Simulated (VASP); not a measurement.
Runs of VASP 6.6.1 on CdO (nc). The structure is that of space group Fm-3m (No. 225), or close to it. The cells are those of the table. 

```tsv
cell	smearing	gap on the mesh (eV)	pressure (GPa)
relaxed to 45 GPa from a = 3.055 Å, angles 60.0°, 2 atoms	gaussian 0.01 eV	none	45.0
relaxed to 18 GPa from a = 3.138 Å, angles 60.0°, 2 atoms	gaussian 0.1 eV	none	18.0
relaxed to 1e-06 GPa from a = 3.370 Å, angles 60.0°, 2 atoms	gaussian 0.1 eV	none	0.0
relaxed to 150 GPa from a = 2.980 Å, angles 60.0°, 2 atoms	gaussian 0.01 eV	(a)	150.0
relaxed to 75 GPa from a = 3.055 Å, angles 60.0°, 2 atoms	gaussian 0.01 eV	0.07	75.0
```

Alike in all rows: task relaxation of cell and atoms; level PBE; potentials or basis VASP PAW PBE potentials, release 64 (Cd, O); no spin polarisation; k mesh 14 × 14 × 14; cutoff (eV) 600.

**Question.** Fill in the values left out.

**Answer.** (a) 0.40.

Caveats: the cell is relaxed towards a set pressure, so the enthalpy falls and the energy may rise.

A k mesh can miss the band edges, and the runs leave out spin-orbit coupling on Cd.

A gap of «none» marks levels without a gap at the run's occupations.
